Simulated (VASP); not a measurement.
A run of VASP 6.6.1:

The input POSCAR:

```
As2Se
1.0
   -3.5142118607      3.5142118607      2.6218478595
    3.5142118607     -3.5142118607      2.6218478595
    3.5142118607      3.5142118607     -2.6218478595
As Se
4 2
Direct
    0.8750000000      0.1250000000      0.7500000000
    0.3750000000      0.1250000000      0.2500000000
    0.8750000000      0.6250000000      0.7500000000
    0.8750000000      0.1250000000      0.2500000000
    0.5000000000      0.5000000000      0.0000000000
    0.2500000000      0.7500000000      0.5000000000
```

INCAR.step1

```
SYSTEM = As2Se
ALGO     = Normal         ! electronic algorithm
EDIFF    = 1E-4           ! SCF threshold, eV
ENCUT    = 520            ! plane-wave cutoff, eV
GGA      = PE             ! functional
ISMEAR   = 0              ! smearing method
LASPH    = .True.         ! aspherical terms in the spheres
LCHARG   = .False.        ! write CHGCAR
LREAL    = .False.        ! projectors in reciprocal space
LWAVE    = .True.         ! write WAVECAR
NBANDS   = 25             ! bands
NELM     = 80             ! most SCF steps
PREC     = Accurate       ! precision mode
SIGMA    = 0.1            ! smearing width, eV
```

File INCAR.step2:

```
SYSTEM = As2Se
ALGO     = Normal         ! electronic algorithm
EDIFF    = 1E-6           ! SCF threshold, eV
ENCUT    = 520            ! plane-wave cutoff, eV
ISIF     = 2              ! what is computed and relaxed
ISMEAR   = 0              ! smearing method
ISTART   = 1            
LASPH    = .True.         ! aspherical terms in the spheres
LCHARG   = .True.         ! write CHGCAR
LELF     = .True.         ! ELF
LMIXTAU  = .True.       
LREAL    = .False.        ! projectors in reciprocal space
LVHAR    = .True.       
LWAVE    = .False.        ! write WAVECAR
METAGGA  = R2SCAN         ! meta-GGA
NBANDS   = 25             ! bands
NELM     = 80             ! most SCF steps
PREC     = Accurate       ! precision mode
SIGMA    = 0.1            ! smearing width, eV
```

File KPOINTS:

```
k-points
0
Gamma
  8 8 8
  0 0 0
```

Potentials or basis: VASP PAW PBE potentials, release 64 (As, Se).

Run with:

```bash
$ cat potpaw_PBE.64/As/POTCAR potpaw_PBE.64/Se/POTCAR > POTCAR
$ cp INCAR.step1 INCAR
$ mpirun -np 1 vasp_std > vasp.out
$ cp INCAR.step2 INCAR
$ mpirun -np 1 vasp_std > vasp.out
```

Hardware: 1 thread of Intel(R) Xeon(R) Platinum 8488C (Sapphire Rapids), with other jobs on the host.

Question: How long does it take, and how much memory?

Answer: It took 10 min on 1 thread of Intel(R) Xeon(R) Platinum 8488C (Sapphire Rapids), with other jobs on the host, peak memory 0.38 GiB. Counts: k points 59.
